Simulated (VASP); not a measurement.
# Al in VASP: single point with PBE

Aim: the single point of Al with PBE.

Program: VASP 6.6.1. These are calculated values, not measurements. Logs are shortened: lines on timing, memory, paths and dates and some standing lists are left out, and cuts for length are marked.

**1. The cell of the first run**

The cell holds a slab with vacuum, 13 atoms: a = 5.714 Å, b = 5.714 Å, c = 19.675 Å, α = 90.00°, β = 90.00°, γ = 90.00°.

**2. Single point, PBE**

Contents of INCAR:

```
SYSTEM = Al
ALGO     = Normal         ! electronic algorithm
DIPOL    = 0.5 0.5 0.327
EDIFF    = 1E-6           ! SCF threshold, eV
ENCUT    = 520            ! plane-wave cutoff, eV
GGA      = PE             ! functional
IDIPOL   = 3            
ISIF     = 2              ! what is computed and relaxed
ISMEAR   = 0              ! smearing method
LASPH    = .TRUE.         ! aspherical terms in the spheres
LCHARG   = .FALSE.        ! write CHGCAR
LDIPOL   = .TRUE.       
LREAL    = .FALSE.        ! projectors in reciprocal space
LWAVE    = .FALSE.        ! write WAVECAR
NBANDS   = 32             ! bands
NELM     = 60             ! most SCF steps
PREC     = Accurate       ! precision mode
SIGMA    = 0.1            ! smearing width, eV
```

Contents of KPOINTS:

```
k-points
0
G
  5 5 1
  0 0 0
```

Contents of POSCAR:

```
Al
1.0
    5.7135165838      0.0000000000      0.0000000000
    0.0000000000      5.7135165838      0.0000000000
    0.0000000000      0.0000000000     19.6746954281
Al
13
Direct
    0.2500000000      0.2500000000      0.2033068321
    0.2500000000      0.7500000000      0.2033068321
    0.7500000000      0.2500000000      0.2033068321
    0.7500000000      0.7500000000      0.2033068321
    0.0000000000      0.0000000000      0.3092728605
    0.0000000000      0.5000000000      0.3092728605
    0.5000000000      0.0000000000      0.3092728605
    0.5000000000      0.5000000000      0.3092728605
    0.2500000000      0.2500000000      0.4154928577
    0.2500000000      0.7500000000      0.4154928577
    0.7500000000      0.2500000000      0.4154928577
    0.7500000000      0.7500000000      0.4154928577
    0.2500000000      0.5000000000      0.5340881714
```

Potentials or basis: VASP PAW PBE potentials, release 64 (Al).

Launch:

```sh
$ cat potpaw_PBE.64/Al/POTCAR > POTCAR
$ mpirun -np 1 vasp_std > vasp.out
```

OUTCAR:

```text
SYSTEM = Al
   EDIFF = 1E-6
   ENCUT = 520
   GGA = PE
   ISIF = 2
   ISMEAR = 0
   LASPH = .TRUE.
   LREAL = .FALSE.
   NELM = 60
   PREC = Accurate

 ion  position               nearest neighbor table
   1  0.250  0.250  0.203-   2 2.86   3 2.86   2 2.86   3 2.86   7 2.90   8 2.90   5 2.90   6 2.90

   2  0.250  0.750  0.203-   1 2.86   4 2.86   1 2.86   4 2.86   7 2.90   8 2.90   5 2.90   6 2.90

   3  0.750  0.250  0.203-   1 2.86   4 2.86   4 2.86   1 2.86   7 2.90   8 2.90   5 2.90   6 2.90
[... 4 lines left out ...]
                            11 2.91  12 2.91   9 2.91  10 2.91
   6  0.000  0.500  0.309-   5 2.86   8 2.86   5 2.86   8 2.86   1 2.90   2 2.90   3 2.90   4 2.90
                            11 2.91  12 2.91   9 2.91  10 2.91
   7  0.500  0.000  0.309-   5 2.86   8 2.86   8 2.86   5 2.86   1 2.90   2 2.90   3 2.90   4 2.90
                            11 2.91  12 2.91   9 2.91  10 2.91
   8  0.500  0.500  0.309-   6 2.86   7 2.86   7 2.86   6 2.86   1 2.90   2 2.90   3 2.90   4 2.90
                            11 2.91  12 2.91   9 2.91  10 2.91
   9  0.250  0.250  0.415-  13 2.74  11 2.86  10 2.86  10 2.86  11 2.86   6 2.91   7 2.91   8 2.91
                             5 2.91
  10  0.250  0.750  0.415-  13 2.74  12 2.86   9 2.86   9 2.86  12 2.86   6 2.91   7 2.91   8 2.91
                             5 2.91
  11  0.750  0.250  0.415-   9 2.86  12 2.86  12 2.86   9 2.86   5 2.91   6 2.91   7 2.91   8 2.91

  12  0.750  0.750  0.415-  10 2.86  11 2.86  11 2.86  10 2.86   5 2.91   6 2.91   7 2.91   8 2.91

  13  0.250  0.500  0.534-   9 2.74  10 2.74

  LATTYP: Found a simple tetragonal cell.
 ALAT       =     5.7135165838
 C/A-ratio  =     3.4435351923

  Lattice vectors:

 A1 = (   5.7135165838,   0.0000000000,   0.0000000000)
 A2 = (   0.0000000000,   5.7135165838,   0.0000000000)
 A3 = (   0.0000000000,   0.0000000000,  19.6746954281)

Analysis of symmetry for initial positions (statically):
=====================================================================
 Subroutine PRICEL returns:
 Original cell was already a primitive cell.

 Routine SETGRP: Setting up the symmetry group for a
 simple tetragonal supercell.

 Subroutine GETGRP returns: Found  4 space group operations
 (whereof  2 operations were pure point group operations)
 out of a pool of 16 trial point group operations.

The static configuration has the point symmetry C_1h.
 The point group associated with its full space group is C_2v.

Analysis of symmetry for dynamics (positions and initial velocities):
=====================================================================
 Subroutine PRICEL returns:
 Original cell was already a primitive cell.

[... 137 lines left out ...]
  Thomas-Fermi vector in A             =   1.710473
   LORBIT       =      0    0 simple, 1 ext, 2 COOP (PROOUT), +10 PAW based schemes
   GGA     = PE    functional components
   LHFCALC =     F    Hartree Fock is set to
   AEXX    =    0.0000 exact exchange contribution
   IVDW    =     0    specifies the selected vdW correction
   LEPSILON=     F    determine dielectric tensor
   LRPA    =     F    only Hartree local field effects (RPA)
 non-spin polarized calculation
 Gauss-broadening in eV      SIGMA  =   0.10
  energy-cutoff  :      520.00
  volume of cell :      642.27
 maximum number of plane-waves:     17320
   NGX = 21   NGY = 21   NGZ = 73

 dipolmoment           0.000000      0.000000      0.145087 electrons x Angstroem

 number of electron      38.9999999 magnetization

 dipolmoment           0.000000      0.000000     -0.011880 electrons x Angstroem

 Free energy of the ion-electron system (eV)
  ---------------------------------------------------
  ext. energy  EPLUGINS =         0.00000000
  ---------------------------------------------------
  free energy    TOTEN  =       -43.94403718 eV

  energy without entropy =      -43.93464255  energy(sigma->0) =      -43.93933986

 E-fermi :  -0.1033     XC(G=0):  -4.6430

 val. band max:       -0.1977613836   @ k =   0.0000   0.0000   0.0000
 cond. band min:      -0.0342517748   @ k =   0.2000   0.2000   0.0000
 fundamental gap:      0.1635096088
 Fermi energy:        -0.1033002588

 k-point     1 :       0.0000    0.0000    0.0000
  band No.  band energies     occupation
      1     -10.3063      2.00000
      2      -8.3028      2.00000
      3      -6.0249      2.00000
      4      -5.9106      2.00000
      5      -5.8150      2.00000
      6      -5.7904      2.00000
[... 295 lines left out ...]
     30       2.6325      0.00000
     31       2.7518      0.00000
 [bands above 31 left out]

------------------------ aborting loop because EDIFF is reached ----------------------------------------

 vacuum level on the upper side and lower side of the slab       (xc-potential included)        -0.258        -0.135

  FORCE on cell =-STRESS in cart. coord.  units (eV):
  Direction    XX          YY          ZZ          XY          YZ          ZX
  --------------------------------------------------------------------------------------
  -------------------------------------------------------------------------------------
  Total       -8.4423310     -7.7913134     -0.0465305      0.0000000      0.0000000      0.0000000
  in kB      -21.0599801    -19.4359716     -0.1160734      0.0000000      0.0000000      0.0000000
  external PRESSURE =     -13.5373417 kB  Pullay stress =       0.0000000 kB

 VOLUME and BASIS-vectors are now :
 -----------------------------------------------------------------------------
  energy-cutoff  :      520.00
  volume of cell :      642.27
      direct lattice vectors                 reciprocal lattice vectors
     5.713516584  0.000000000  0.000000000     0.175023558  0.000000000  0.000000000
     0.000000000  5.713516584  0.000000000     0.000000000  0.175023558  0.000000000
     0.000000000  0.000000000 19.674695428     0.000000000  0.000000000  0.050826708

 POSITION                                       TOTAL-FORCE (eV/Angst)
 -----------------------------------------------------------------------------------
      1.42838      1.42838      4.00000         0.000000     -0.093561     -0.003334
      1.42838      4.28514      4.00000         0.000000      0.093561     -0.003334
      4.28514      1.42838      4.00000         0.000000      0.096361     -0.045920
      4.28514      4.28514      4.00000         0.000000     -0.096361     -0.045920
      0.00000      0.00000      6.08485         0.061917      0.000000      0.084719
      0.00000      2.85676      6.08485        -0.047364      0.000000      0.031251
      2.85676      0.00000      6.08485        -0.061917      0.000000      0.084719
      2.85676      2.85676      6.08485         0.047364      0.000000      0.031251
      1.42838      1.42838      8.17470         0.000000     -0.246887     -0.206357
      1.42838      4.28514      8.17470         0.000000      0.246887     -0.206357
      4.28514      1.42838      8.17470         0.000000      0.065319      0.131030
      4.28514      4.28514      8.17470         0.000000     -0.065319      0.131030
      1.42838      2.85676     10.50802         0.000000      0.000000      0.017221
 -----------------------------------------------------------------------------------
    total drift:                               -0.000000     -0.000000      0.000003

  FREE ENERGIE OF THE ION-ELECTRON SYSTEM (eV)
  ---------------------------------------------------
  free  energy   TOTEN  =       -43.9440371791 eV

  energy  without entropy=      -43.9346425495  energy(sigma->0) =      -43.93933986

 vacuum level on the upper side and lower side of the slab         3.975         4.100
```

OSZICAR:

```text
N       E                     dE             d eps       ncg     rms          rms(c)
DAV:   1     0.116877338139E+03    0.11688E+03   -0.11334E+04   576   0.845E+02
DAV:   2    -0.371564763160E+02   -0.15403E+03   -0.14804E+03   784   0.137E+02
DAV:   3    -0.455606071609E+02   -0.84041E+01   -0.81560E+01   728   0.320E+01
[... 17 lines left out ...]
DAV:  21    -0.439440277226E+02   -0.77041E-05   -0.66657E-07   544   0.266E-03    0.136E-03
DAV:  22    -0.439440337367E+02   -0.60142E-05   -0.78330E-07   520   0.247E-03    0.694E-04
DAV:  23    -0.439440357981E+02   -0.20613E-05   -0.20869E-07   448   0.149E-03    0.380E-04
DAV:  24    -0.439440371110E+02   -0.13129E-05   -0.24818E-07   472   0.131E-03    0.248E-04
DAV:  25    -0.439440371791E+02   -0.68082E-07   -0.31214E-08   456   0.809E-04
   1 F= -.43944037E+02 E0= -.43939340E+02  d E =-.939463E-02
```

stdout:

```text
POSCAR found type information on POSCAR Al
 POSCAR found :  1 types and      13 ions
 scaLAPACK will be used
 LDA part: xc-table for (Slater+PW92), standard interpolation
 POSCAR, INCAR and KPOINTS ok, starting setup
 FFT: planning ... GRIDC
 FFT: planning ... GRID_SOFT
 FFT: planning ... GRID
 WAVECAR not read
 entering main loop
```

It took 3.2 min on 1 thread of Intel Xeon 6975P-C (Granite Rapids), shared host; peak memory 0.58 GiB.

What came out:

```yaml
Free_energy: -43.9440 eV
Largest_force: 0.322 eV/Å
Band_gap_on_the_k_mesh: zero (an odd number of electrons rules out a gap without spin polarisation)
```

Forces in eV/Å, atoms in the order of the input:
```
Al   0.000 -0.094 -0.003
Al   0.000  0.094 -0.003
Al   0.000  0.096 -0.046
Al   0.000 -0.096 -0.046
Al   0.062  0.000  0.085
Al  -0.047  0.000  0.031
Al  -0.062  0.000  0.085
Al   0.047  0.000  0.031
Al   0.000 -0.247 -0.206
Al   0.000  0.247 -0.206
Al   0.000  0.065  0.131
Al   0.000 -0.065  0.131
Al   0.000  0.000  0.017
```

Levels at points of the mesh, in eV from the Fermi level:
```tsv
k point	band 18	band 19	band 20	band 21	band 22	band 23
(0.00, 0.00, 0.00)	-0.81	-0.52	-0.37	-0.31	-0.10	-0.09
```

The gap in the log of VASP goes by the Fermi energy; the results here count the filled bands.